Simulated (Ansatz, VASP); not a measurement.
**One calculation of SiMo3, two programs**

Contents of INCAR:

```
SYSTEM = SiMo3
  PREC = Accurate
  ENCUT = 520
  EDIFF = 1E-6
  ISMEAR = 0
  SIGMA = 0.15
  LREAL = Auto
  LASPH = .TRUE.
  NELM = 60
  ALGO = Fast
  ISIF = 2
  LWAVE = .FALSE.
  LCHARG = .TRUE.
  GGA = PE
  LVHAR = .TRUE.
  NBANDS = 106
  KPAR = 4
```

File KPOINTS:

```
regular mesh
0
G
  8 8 4
  0 0 0
```

Contents of POSCAR:

```
SiMo3
1.0
    0.0000000000     -4.9064535175      0.0000000000
    0.0000000000      0.0000000000     -4.9064535175
    9.5129070351      0.0000000000      0.0000000000
Si Mo
4 12
Direct
    1.0000000000      0.0000000000      0.3223550317
    1.0000000000      0.0000000000      0.8381230823
    0.5000000000      0.5000000000      0.0644710063
    0.5000000000      0.5000000000      0.5802390570
    1.0000000000      0.5000000000      0.9670650950
    1.0000000000      0.5000000000      0.4512970443
    0.2500000000      0.0000000000      0.0644710063
    0.2500000000      0.0000000000      0.5802390570
    0.0000000000      0.5000000000      0.1934130190
    0.0000000000      0.5000000000      0.7091810696
    0.7500000000      1.0000000000      0.0644710063
    0.7500000000      1.0000000000      0.5802390570
    0.5000000000      0.2500000000      0.8381230823
    0.5000000000      0.2500000000      0.3223550317
    0.5000000000      0.7500000000      0.8381230823
    0.5000000000      0.7500000000      0.3223550317
```

Input for Ansatz:

```yaml
crystal:
  lattice:
    - [0.0, -4.9064535175, 0.0]
    - [0.0, 0.0, -4.9064535175]
    - [9.5129070351, 0.0, 0.0]
  atoms:
    - { symbol: Si, position: [1.0, 0.0, 0.3223550317] }
    - { symbol: Si, position: [1.0, 0.0, 0.8381230823] }
    - { symbol: Si, position: [0.5, 0.5, 0.0644710063] }
    - { symbol: Si, position: [0.5, 0.5, 0.580239057] }
    - { symbol: Mo, position: [1.0, 0.5, 0.967065095] }
    - { symbol: Mo, position: [1.0, 0.5, 0.4512970443] }
    - { symbol: Mo, position: [0.25, 0.0, 0.0644710063] }
    - { symbol: Mo, position: [0.25, 0.0, 0.580239057] }
    - { symbol: Mo, position: [0.0, 0.5, 0.193413019] }
    - { symbol: Mo, position: [0.0, 0.5, 0.7091810696] }
    - { symbol: Mo, position: [0.75, 1.0, 0.0644710063] }
    - { symbol: Mo, position: [0.75, 1.0, 0.580239057] }
    - { symbol: Mo, position: [0.5, 0.25, 0.8381230823] }
    - { symbol: Mo, position: [0.5, 0.25, 0.3223550317] }
    - { symbol: Mo, position: [0.5, 0.75, 0.8381230823] }
    - { symbol: Mo, position: [0.5, 0.75, 0.3223550317] }
basis:
  ecutwfc: 420
kpoints:
  mp_grid: { grid: [8, 8, 4] }
hamiltonian:
  xc: pbe
scf:
  occupations: { method: gaussian, width: 0.15 }
output:
  forces: true
  stress: true
  eigenvalues: true
  write_density: true
  write_potential: true
  elf: true
  volumetric_format: npy
```

Alike in both runs: task single point; functional PBE; k mesh 8 × 8 × 4; occupations gaussian, width 0.15 eV; no spin polarisation.

```csv
,VASP,Ansatz
version,VASP 6.6.1,Ansatz 0.2.0
potentials or method,"VASP PAW PBE potentials, release 64 (Si, Mo_sv), cutoff 520 eV","scalar-relativistic, plane waves, PAW"
valence electrons in the cell,184,184
```

```tsv
	VASP	Ansatz	Ansatz less VASP
gap on the k mesh at the Fermi level (eV)	none	none	-
pressure (GPa)	11.8	11.2	-0.61
traceless stress, the component that is largest in VASP (GPa)	10.26	10.04	-0.219
rms of the force components (eV/Å)	1.326	1.285	-0.0406
```

Atom by atom the forces differ by 0.052 eV/Å (rms over components). A gap of «none» marks a metal or a gap that the smearing closes.
